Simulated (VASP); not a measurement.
Runs of VASP 6.6.1 on Ca. The structure is that of space group Im-3m (No. 229), or close to it. The cells are those of the table. 

```tsv
task	cell	k mesh	cutoff (eV)	gap on the mesh (eV)	pressure (GPa)
single point	a = 3.903 Å, angles 109.5°, 1 atom	11 × 11 × 11	520	none	(b)
relaxation of cell and atoms	relaxed from a = 3.841 Å, angles 109.5°, 1 atom	10 × 10 × 10	600	none	0.0
single point	a = 3.645 Å, angles 109.5°, 1 atom	11 × 11 × 11	520	none	2.5
single point	a = 3.752 Å, angles 109.5°, 1 atom	11 × 11 × 11	520	none	0.7
single point	a = 3.950 Å, angles 109.5°, 1 atom	11 × 11 × 11	520	none	(a)
single point	a = 3.700 Å, angles 109.5°, 1 atom	11 × 11 × 11	520	none	1.5
single point	a = 3.804 Å, angles 109.5°, 1 atom	11 × 11 × 11	520	none	0.0
single point	a = 3.804 Å, angles 109.5°, 1 atom	10 × 10 × 10	520	none	0.0
single point	a = 3.804 Å, angles 109.5°, 1 atom	17 × 17 × 17	520	none	0.0
single point	a = 3.854 Å, angles 109.5°, 1 atom	11 × 11 × 11	520	none	-0.6
```

Alike in all rows: level BLYP; potentials or basis VASP PAW PBE potentials, release 64 (Ca_sv); no spin polarisation; smearing fermi-dirac 0.1 eV.

Problem. Estimate the missing entries.

Solution. (a) -1.4; (b) -1.0.

Caveats: the PAW data sets were made with another functional, which shifts forces and pressure a little.

A gap of «none» marks levels without a gap at the run's occupations.
